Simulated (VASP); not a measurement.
# HgPd (Potarite) (P4/mmm) in VASP: notebook, part 2 of 2

VASP 6.6.1. The steps go on from the part before.

### 5 Single point, LDA

This run uses another cell than the first one, of 17.63 Å³/atom, 1.095 times its volume.

INCAR

```
PREC = Accurate
ENCUT = 520
EDIFF = 1E-6
ISMEAR = 1
SIGMA = 0.1
LREAL = False
LASPH = True
NELM = 100
ALGO = Normal
ISIF = 2
LWAVE = False
LCHARG = False
NBANDS = 18
```

KPOINTS

```
regular mesh
0
Gamma
  8 8 6
```

POSCAR

```
HgPd
1.0
    3.0658203560      0.0000000000      0.0000000000
    0.0000000000      3.0658203560      0.0000000000
    0.0000000000      0.0000000000      3.7507161129
Hg Pd
1 1
Direct
    0.0000000000      0.0000000000      0.0000000000
    0.5000000000      0.5000000000      0.5000000000
```

Potentials or basis: VASP PAW LDA potentials, release 64 (Hg, Pd).

Launch:

```bash
cat potpaw_LDA.64/Hg/POTCAR potpaw_LDA.64/Pd/POTCAR > POTCAR
mpirun -np 1 vasp_std > vasp.out
```

OUTCAR:

```text
PREC = Accurate
   ENCUT = 520
   EDIFF = 1E-6
   ISMEAR = 1
   LREAL = False
   LASPH = True
   NELM = 100
   ISIF = 2

 ion  position               nearest neighbor table
   1  0.000  0.000  0.000-   2 2.87   2 2.87   2 2.87   2 2.87   2 2.87   2 2.87   2 2.87   2 2.87

   2  0.500  0.500  0.500-   1 2.87   1 2.87   1 2.87   1 2.87   1 2.87   1 2.87   1 2.87   1 2.87

  LATTYP: Found a simple tetragonal cell.
 ALAT       =     3.0658203560
 C/A-ratio  =     1.2233972240

  Lattice vectors:

 A1 = (   3.0658203560,   0.0000000000,   0.0000000000)
 A2 = (   0.0000000000,   3.0658203560,   0.0000000000)
 A3 = (   0.0000000000,   0.0000000000,   3.7507161129)

Analysis of symmetry for initial positions (statically):
=====================================================================
 Subroutine PRICEL returns:
 Original cell was already a primitive cell.

 Routine SETGRP: Setting up the symmetry group for a
 simple tetragonal supercell.

 Subroutine GETGRP returns: Found 16 space group operations
 (whereof 16 operations were pure point group operations)
 out of a pool of 16 trial point group operations.

The static configuration has the point symmetry D_4h.

Analysis of symmetry for dynamics (positions and initial velocities):
=====================================================================
 Subroutine PRICEL returns:
 Original cell was already a primitive cell.

 Routine SETGRP: Setting up the symmetry group for a
 simple tetragonal supercell.

 Subroutine GETGRP returns: Found 16 space group operations
 (whereof 16 operations were pure point group operations)
 out of a pool of 16 trial point group operations.

The dynamic configuration has the point symmetry D_4h.

 Subroutine INISYM returns: Found 16 space group operations
 (whereof 16 operations are pure point group operations),
 and found     1 'primitive' translations

----------------------------------------------------------------------------------------

                                     Primitive cell

  volume of cell :      35.2539

  direct lattice vectors                    reciprocal lattice vectors
     3.065820356  0.000000000  0.000000000     0.326176972  0.000000000  0.000000000
     0.000000000  3.065820356  0.000000000     0.000000000  0.326176972  0.000000000
     0.000000000  0.000000000  3.750716113     0.000000000  0.000000000  0.266615753

  length of vectors
     3.065820356  3.065820356  3.750716113     0.326176972  0.326176972  0.266615753

  position of ions in fractional coordinates (direct lattice)
     0.000000000  0.000000000  0.000000000
     0.500000000  0.500000000  0.500000000

  ion indices of the primitive-cell ions
   primitive index   ion index
                 1           1
                 2           2

----------------------------------------------------------------------------------------

 KPOINTS: regular mesh

Automatic generation of k-mesh.
 Grid dimensions read from file:
 generate k-points for:    8    8    6

 Generating k-lattice:

  Cartesian coordinates                     Fractional coordinates (reciprocal lattice)
     0.040772121  0.000000000  0.000000000     0.125000000  0.000000000  0.000000000
     0.000000000  0.040772121  0.000000000     0.000000000  0.125000000  0.000000000
     0.000000000  0.000000000  0.044435959     0.000000000  0.000000000  0.166666667

  Length of vectors
     0.040772121  0.040772121  0.044435959

  Shift w.r.t. Gamma in fractional coordinates (k-lattice)
     0.000000000  0.000000000  0.000000000

 Subroutine IBZKPT returns following result:
 ===========================================

 Found     60 irreducible k-points:

 Following reciprocal coordinates:
            Coordinates               Weight
  0.000000  0.000000  0.000000      1.000000
  0.125000  0.000000  0.000000      4.000000
  0.250000  0.000000  0.000000      4.000000
  0.375000  0.000000  0.000000      4.000000
  0.500000  0.000000  0.000000      2.000000
  0.125000  0.125000  0.000000      4.000000
[... 16 lines left out ...]
  0.375000  0.125000  0.166667     16.000000
  0.500000  0.125000  0.166667      8.000000
 [... further k-points ...]
   k-points           NKPTS =     60   k-points in BZ     NKDIM =     60   number of bands    NBANDS=     18
   number of dos      NEDOS =    301   number of ions     NIONS =      2
   total plane-waves  NPLWV =  16128
   dimension x,y,z NGX =    24 NGY =   24 NGZ =   28
   dimension x,y,z NGXF=    48 NGYF=   48 NGZF=   56
   ions per type =               1   1
   NGX,Y,Z   is equivalent  to a cutoff of  13.01, 13.01, 12.41 a.u.
   NGXF,Y,Z  is equivalent  to a cutoff of  26.03, 26.03, 24.82 a.u.
 SYSTEM =  unknown system
   PREC   = accura    normal or accurate (medium, high low for compatibility)
   ISTART =      0    job   : 0-new  1-cont  2-samecut
   ICHARG =      2    charge: 1-file 2-atom 10-const
   ISPIN  =      1    spin polarized calculation?
   LNONCOLLINEAR =      F non collinear calculations
   LSORBIT =      F    spin-orbit coupling
   LASPH  =      T    aspherical Exc in radial PAW
   ENCUT  =  520.0 eV  38.22 Ry    6.18 a.u.   5.70  5.70  6.97*2*pi/ulx,y,z
   NELM   =    100;   NELMIN=  2; NELMDL= -5     # of ELM steps
   EDIFF  = 0.1E-05   stopping-criterion for ELM
   LREAL  =      F    real-space projection
   EDIFFG = 0.1E-04   stopping-criterion for IOM
   NSW    =      0    number of steps for IOM
   IBRION =     -1    ionic relax: 0-MD 1-quasi-New 2-CG
   NFREE  =      0    steps in history (QN), initial steepest desc. (CG)
   ISIF   =      2    stress and relaxation
   ISYM   =      2    0-nonsym 1-usesym 2-fastsym
   POTIM  = 0.5000    time-step for ionic-motion
   TEBEG  =    0.0;   TEEND  =   0.0 temperature during run
   PSTRESS=    0.0 pullay stress
   NELECT =      22.0000    total number of electrons
   NUPDOWN=      -1.0000    fix difference up-down
   EMIN   =  10.00;   EMAX   =-10.00  energy-range for DOS
   EFERMI =   0.00;   METHOD = LEGACY
   ISMEAR =     1;   SIGMA  =   0.10  broadening in eV -4-tet -1-fermi 0-gaus
   EFERMI_NEDOS =   21; number of points for ismear=-14 and -15
   IALGO  =     38    algorithm
   IMIX   =      4    mixing-type and parameters
     AMIX     =   0.40;   BMIX     =  1.00
     AMIX_MAG =   1.60;   BMIX_MAG =  1.00
  volume/ion in A,a.u.               =      17.63       118.95
  Fermi-wavevector in a.u.,A,eV,Ry     =   1.398985  2.643699 26.628782  1.957160
  Thomas-Fermi vector in A             =   2.522089
   LORBIT       =      0    0 simple, 1 ext, 2 COOP (PROOUT), +10 PAW based schemes
   GGA     = CA    functional components
   LHFCALC =     F    Hartree Fock is set to
   AEXX    =    0.0000 exact exchange contribution
   IVDW    =     0    specifies the selected vdW correction
   LEPSILON=     F    determine dielectric tensor
   LRPA    =     F    only Hartree local field effects (RPA)
 non-spin polarized calculation
 Methfessel and Paxton  Order N= 1 SIGMA  =   0.10
  energy-cutoff  :      520.00
  volume of cell :       35.25
 maximum number of plane-waves:       968
 NGX is ok and might be reduce to    24
   NGX = 11   NGY = 11   NGZ = 13

 number of electron      22.0000001 magnetization

 Free energy of the ion-electron system (eV)
  ---------------------------------------------------
  ext. energy  EPLUGINS =         0.00000000
  ---------------------------------------------------
  free energy    TOTEN  =        -7.90815209 eV

  energy without entropy =       -7.90836460  energy(sigma->0) =       -7.90822293

 E-fermi :   6.2968     XC(G=0): -12.6297

 val. band max:        6.2947278080   @ k =   0.5000   0.1250   0.5000
 cond. band min:       6.3019862080   @ k =   0.2500   0.2500   0.5000
 fundamental gap:      0.0072584000
 Fermi energy:         6.2968149533

 k-point     1 :       0.0000    0.0000    0.0000
  band No.  band energies     occupation
      1      -3.1757      2.00000
      2      -2.0772      2.00000
      3      -1.7721      2.00000
      4      -0.5954      2.00000
      5      -0.5954      2.00000
      6      -0.1475      2.00000
[... 10 lines left out ...]
     17      21.8540      0.00000
     18      22.2410      0.00000

 k-point     2 :       0.1250    0.0000    0.0000
  band No.  band energies     occupation
      1      -2.8749      2.00000
      2      -1.9381      2.00000
      3      -1.6664      2.00000
      4      -0.6881      2.00000
      5      -0.5533      2.00000
      6      -0.2323      2.00000
[... 10 lines left out ...]
     17      22.0577      0.00000
     18      23.1371      0.00000
[... 442 lines left out ...]
 k-point    24 :       0.5000    0.1250    0.1667
  band No.  band energies     occupation
      1      -1.5108      2.00000
      2      -1.4676      2.00000
      3      -0.9931      2.00000
      4      -0.8613      2.00000
      5      -0.5831      2.00000
      6       2.2732      2.00000
[... 10 lines left out ...]
     17      19.8623      0.00000
     18      20.7389      0.00000

 [... further k-points ...]
[... 5 lines left out ...]
  --------------------------------------------------------------------------------------
  -------------------------------------------------------------------------------------
  Total       -1.8572399     -1.8572399     -1.7065164      0.0000000      0.0000000      0.0000000
  in kB      -84.4055469    -84.4055469    -77.5556515      0.0000000      0.0000000      0.0000000
  external PRESSURE =     -82.1222485 kB  Pullay stress =       0.0000000 kB

 VOLUME and BASIS-vectors are now :
 -----------------------------------------------------------------------------
  energy-cutoff  :      520.00
  volume of cell :       35.25
      direct lattice vectors                 reciprocal lattice vectors
     3.065820356  0.000000000  0.000000000     0.326176972  0.000000000  0.000000000
     0.000000000  3.065820356  0.000000000     0.000000000  0.326176972  0.000000000
     0.000000000  0.000000000  3.750716113     0.000000000  0.000000000  0.266615753

 POSITION                                       TOTAL-FORCE (eV/Angst)
 -----------------------------------------------------------------------------------
      0.00000      0.00000      0.00000         0.000000      0.000000      0.000000
      1.53291      1.53291      1.87536         0.000000      0.000000      0.000000
 -----------------------------------------------------------------------------------
    total drift:                                0.000000      0.000000     -0.000000

  FREE ENERGIE OF THE ION-ELECTRON SYSTEM (eV)
  ---------------------------------------------------
  free  energy   TOTEN  =        -7.9081520945 eV

  energy  without entropy=       -7.9083645992  energy(sigma->0) =       -7.90822293
```

stdout:

```text
POSCAR found type information on POSCAR HgPd
 POSCAR found :  2 types and       2 ions
 scaLAPACK will be used
 LDA part: xc-table for (Slater(with rela. corr.)+CA(PZ))
 , standard interpolation
 POSCAR, INCAR and KPOINTS ok, starting setup
 FFT: planning ... GRIDC
 FFT: planning ... GRID_SOFT
 FFT: planning ... GRID
 WAVECAR not read
 entering main loop
```

Run time: 10 s. Hardware: 1 thread of Intel Xeon Platinum 8559C (Emerald Rapids), shared host; peak memory 0.16 GiB.

Results:

```yaml
Free_energy: -7.9082 eV
Pressure: -8.2 GPa
Band_gap_on_the_k_mesh: zero (band 11 reaches 8.05 eV, above the bottom of band 12 at 4.76 eV)
```

Caveat: spin-orbit coupling is left out, which moves the levels of the heavy elements.

### 6 Single point, LDA

This run uses another cell than the first one, of 18.14 Å³/atom, 1.126 times its volume.

INCAR

```
SYSTEM = HgPd
ALGO     = Normal         ! electronic algorithm
EDIFF    = 1E-6           ! SCF threshold, eV
ENCUT    = 520            ! plane-wave cutoff, eV
ISIF     = 2              ! what is computed and relaxed
ISMEAR   = 1              ! smearing method
LASPH    = .True.         ! aspherical terms in the spheres
LCHARG   = .False.        ! write CHGCAR
LREAL    = .False.        ! projectors in reciprocal space
LWAVE    = .False.        ! write WAVECAR
NBANDS   = 18             ! bands
NELM     = 100            ! most SCF steps
PREC     = Accurate       ! precision mode
SIGMA    = 0.1            ! smearing width, eV
```

KPOINTS

```
k-points
0
Gamma
  8 8 6
  0 0 0
```

POSCAR

```
HgPd
1.0
    3.0950204025      0.0000000000      0.0000000000
    0.0000000000      3.0950204025      0.0000000000
    0.0000000000      0.0000000000      3.7864393688
Hg Pd
1 1
Direct
    0.0000000000      0.0000000000      0.0000000000
    0.5000000000      0.5000000000      0.5000000000
```

Potentials or basis: VASP PAW LDA potentials, release 64 (Hg, Pd).

Launch:

```bash
cat potpaw_LDA.64/Hg/POTCAR potpaw_LDA.64/Pd/POTCAR > POTCAR
mpirun -np 1 vasp_std > vasp.out
```

Run time: 11 s. Hardware: 1 thread of Intel Xeon Platinum 8559C (Emerald Rapids), shared host; peak memory 0.16 GiB.

The run converged. Its results:

```yaml
Free_energy: -7.8471 eV
Pressure: -11.2 GPa
Band_gap_on_the_k_mesh: zero (band 11 reaches 7.56 eV, above the bottom of band 12 at 4.45 eV)
```

Stress tensor (GPa, compression positive):
```
-11.40   0.00   0.00
  0.00 -11.40   0.00
  0.00   0.00 -10.65
```

Levels at points of the mesh, in eV from the Fermi level:
```csv
k point,band 9,band 10,band 11,band 12,band 13,band 14
"(0.00, 0.00, 0.00)",-1.49,-1.49,-1.33,2.58,7.69,7.86
"(0.50, 0.00, 0.00)",-3.19,-2.29,-1.86,0.12,9.39,9.57
"(0.50, 0.50, 0.00)",-1.67,-0.85,0.02,0.02,2.70,5.80
"(0.00, 0.00, 0.50)",-2.24,-2.24,-1.76,-1.48,12.20,12.20
"(0.50, 0.00, 0.50)",-1.48,-1.34,-1.32,-0.69,1.62,4.00
"(0.50, 0.50, 0.50)",-1.60,-0.84,1.18,5.16,5.16,6.09
```

Caveat: spin-orbit coupling is left out, which moves the levels of the heavy elements.

### 7 Summary

```csv
cell,gap on the mesh (eV),pressure (GPa)
"a = 2.975, b = 2.975, c = 3.639 Å, 2 atoms",none,5.6
"a = 3.006, b = 3.006, c = 3.677 Å, 2 atoms",none,0.0
"a = 3.036, b = 3.036, c = 3.714 Å, 2 atoms",none,-4.5
"a = 3.066, b = 3.066, c = 3.751 Å, 2 atoms",none,-8.2
"a = 3.095, b = 3.095, c = 3.786 Å, 2 atoms",none,-11.2
```

Alike in all rows: task single point; level LDA; potentials or basis VASP PAW LDA potentials, release 64 (Hg, Pd); no spin polarisation; k mesh 8 × 8 × 6; cutoff (eV) 520; smearing methfessel-paxton 0.1 eV.

Caveats: spin-orbit coupling is left out, which moves the levels of the heavy elements.

Absolute energies hang on the potentials; compare differences alone.
